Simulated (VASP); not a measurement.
## Na33H32 (a cell with a defect): single point with PBEsol

System: Na33H32 (a cell with a defect).

```
H Na
1.0
     9.58553    0.00000    0.00000
     0.00000    9.58553    0.00000
     0.00000    0.00000    9.58553
H Na
32 33
Direct
  0.24879 0.99770 0.00417
  0.25944 0.97617 0.51013
  0.24810 0.50754 0.99068
  0.24293 0.52410 0.49301
  0.74864 0.00113 0.99906
  0.75381 0.99748 0.49925
  0.74943 0.50195 0.99981
  0.74059 0.50728 0.49848
  0.99331 0.25174 0.99190
  0.97196 0.26250 0.49607
  0.99763 0.75139 0.00004
  0.99355 0.75831 0.49910
  0.50264 0.25151 0.00282
  0.51929 0.24321 0.50443
  0.49968 0.75145 0.99907
  0.50350 0.74595 0.49898
  0.99697 0.00458 0.24723
  0.00171 0.00144 0.74918
  0.00597 0.49287 0.25660
  0.99736 0.50303 0.74719
  0.49875 0.00153 0.25213
  0.49562 0.00543 0.74612
  0.49678 0.50298 0.24772
  0.49913 0.49814 0.74943
  0.24564 0.26348 0.22182
  0.25383 0.24350 0.76939
  0.24869 0.75841 0.24386
  0.24854 0.74595 0.75382
  0.74170 0.25184 0.24380
  0.75254 0.25153 0.75309
  0.74960 0.75138 0.24810
  0.74860 0.75144 0.75018
  0.99796 0.00028 0.99764
  0.00197 0.00614 0.49903
  0.99888 0.50145 0.99567
  0.97428 0.52403 0.50942
  0.49866 0.00170 0.00180
  0.51638 0.98295 0.49506
  0.50001 0.50202 0.99753
  0.49482 0.49893 0.49849
  0.24846 0.25175 0.99639
  0.31793 0.17997 0.56834
  0.24874 0.75319 0.99774
  0.24864 0.75114 0.49896
  0.74693 0.25155 0.99736
  0.74632 0.25163 0.49891
  0.74870 0.75160 0.99913
  0.74743 0.75308 0.49915
  0.24864 0.00631 0.25232
  0.24462 0.98290 0.76672
  0.25916 0.52412 0.22439
  0.24812 0.49900 0.74504
  0.74729 0.00034 0.24844
  0.75137 0.00168 0.74903
  0.74522 0.50146 0.24925
  0.74722 0.50204 0.75037
  0.97493 0.24212 0.22516
  0.00036 0.25206 0.74463
  0.99904 0.75475 0.24949
  0.99800 0.75280 0.75053
  0.49417 0.25209 0.25081
  0.51609 0.25517 0.76631
  0.50014 0.75282 0.24846
  0.49839 0.74892 0.74881
  0.15915 0.33982 0.40936
```

| Property | Result |
| --- | --- |
| Program | VASP 6.6.1 |
| Task | single point |
| Functional | PBEsol |
| Potentials or basis | VASP PAW PBE potentials, release 64 (H, Na_pv) |
| Cutoff | 400 eV |
| k mesh | 1 × 1 × 1, shifted |
| Occupations | fermi-dirac, width 0.05 eV |
| Spin | collinear spin |
| Dipole correction | no |
| Further INCAR settings | LREAL = Auto; ALGO = Normal; EDIFF = 1e-06; NBANDS = 174; ISYM = -1 |

| Property | Result |
| --- | --- |
| Pressure | 0.7 GPa |
| Largest force | 0.012 eV/Å |
| Net moment | 0.96 μB per cell |
| Site moments | H -0.00, +0.00 (each value once); Na +0.00, +0.01, +0.04, -0.00, +0.03 (each value once) μB |
| Valence electrons inside the program's atomic spheres | H 0.51, 0.50 (each value once); Na 6.06, 6.05, 6.07, 6.13 (each value once) |

Forces in eV/Å, atoms in the order of the input:
```
H   -0.001  0.003  0.003
H   -0.006  0.005 -0.007
H    0.000 -0.003  0.000
H   -0.001 -0.005  0.003
H    0.001  0.001  0.001
H    0.004  0.004 -0.001
H    0.000  0.001  0.000
H   -0.002 -0.002  0.001
H    0.003  0.001 -0.001
H    0.010 -0.003 -0.001
H    0.000 -0.001  0.002
H    0.003  0.001 -0.002
H   -0.002  0.001  0.003
H   -0.004  0.006 -0.002
H   -0.001  0.000  0.000
H   -0.003 -0.002 -0.002
H    0.005  0.005  0.007
H   -0.002  0.002 -0.002
H    0.004  0.002  0.003
H    0.000 -0.004 -0.001
H   -0.002  0.001 -0.001
H   -0.004  0.005 -0.004
H    0.001 -0.002  0.001
H   -0.001 -0.001 -0.001
H   -0.003 -0.008  0.009
H   -0.003  0.005 -0.005
H   -0.002  0.002  0.003
H   -0.002 -0.002 -0.003
H   -0.003 -0.001  0.002
H    0.003  0.000 -0.003
H    0.002  0.000  0.000
H    0.001  0.000 -0.002
Na   0.001 -0.001 -0.002
Na  -0.004 -0.003  0.003
Na   0.001  0.000 -0.002
Na   0.000  0.000 -0.001
Na   0.001 -0.002 -0.001
Na   0.001 -0.002 -0.001
Na   0.000  0.001  0.000
Na   0.002  0.003  0.001
Na   0.000  0.000 -0.001
Na  -0.003  0.005 -0.005
Na   0.001 -0.001  0.001
Na   0.001 -0.003  0.001
Na   0.000 -0.001  0.000
Na  -0.002  0.001 -0.002
Na   0.000 -0.001  0.000
Na   0.000 -0.001  0.001
Na   0.003 -0.003 -0.005
Na  -0.001 -0.002  0.001
Na  -0.003 -0.001  0.003
Na   0.002  0.004  0.003
Na  -0.002 -0.001  0.000
Na   0.000 -0.002  0.002
Na  -0.001 -0.001  0.001
Na  -0.001  0.001  0.000
Na   0.001  0.002  0.001
Na  -0.002 -0.001  0.002
Na   0.000  0.001 -0.001
Na   0.001 -0.001  0.001
Na   0.002  0.000 -0.002
Na   0.001  0.002  0.002
Na   0.001 -0.001  0.000
Na   0.001  0.000  0.001
Na   0.004 -0.002  0.002
```

Stress tensor (GPa, compression positive):
```
 0.75 -0.32  0.28
-0.32  0.68 -0.33
 0.28 -0.33  0.75
```

Levels at points of the mesh, in eV from the Fermi level:
Spin up:
```
           k point  band 130  band 131  band 132  band 133  band 134  band 135
(0.25, 0.25, 0.25)     -3.89     -3.89     -0.17      0.23      0.26      0.69
```
Spin down:
| k point | band 127 | band 128 | band 129 | band 130 | band 131 | band 132 | band 133 | band 134 | band 135 | band 136 |
| --- | --- | --- | --- | --- | --- | --- | --- | --- | --- | --- |
| (0.25, 0.25, 0.25) | -3.93 | -3.90 | -3.90 | -3.88 | -3.88 | 0.22 | 0.28 | 0.31 | 0.93 | 1.03 |

Wall time 5.3 min on 1 thread of Intel(R) Xeon(R) Platinum 8488C (Sapphire Rapids) (shared host), peak memory 0.81 GiB.

Caveat: the PAW data sets were made with another functional, which shifts forces and pressure a little.
